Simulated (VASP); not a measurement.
Te2Mo:

```xyz
6
Lattice="3.5421 0.0000 0.0000 -1.7711 3.0676 0.0000 0.0000 0.0000 13.4267" Properties=species:S:1:pos:R:3 pbc="T T T"
Te    0.0000    2.0450    8.2902
Te    1.7711    1.0225    1.5768
Te    0.0000    2.0450   11.8499
Te    1.7711    1.0225    5.1365
Mo    0.0000    2.0450    3.3567
Mo    1.7711    1.0225   10.0700
```

This cell differs from its parent crystal: uniaxial z strain -5.3%.

Base run:

* Program: VASP 6.6.1
* Functional: r2SCAN
* Potentials or basis: VASP PAW PBE potentials, release 64 (Te, Mo_sv)
* Cutoff: 520 eV
* k mesh: 12 × 12 × 2
* Occupations: gaussian, width 0.01 eV
* Spin: no spin polarisation

Its results: band gap on the k mesh 0.61 eV, indirect (least direct gap 1.03 eV); pressure 3.3 GPa; largest force 0.008 eV/Å.

Question: The run is repeated on the same cell with these changes: functional from r2SCAN to PBE; occupations from gaussian, width 0.01 eV to fermi-dirac, width 0.02 eV. What comes out?

Answer: Band gap on the k mesh 0.47 eV, indirect (least direct gap 0.95 eV); pressure 3.7 GPa; largest force 0.261 eV/Å.

Caveats: spin-orbit coupling is left out, which moves the levels of the heavy elements; the PAW data sets were made with another functional, which shifts forces and pressure a little (some runs); this functional lacks dispersion, which binds the layers, so the pressure and a relaxed spacing across them are unreliable (some runs).

A k mesh can miss the band edges.
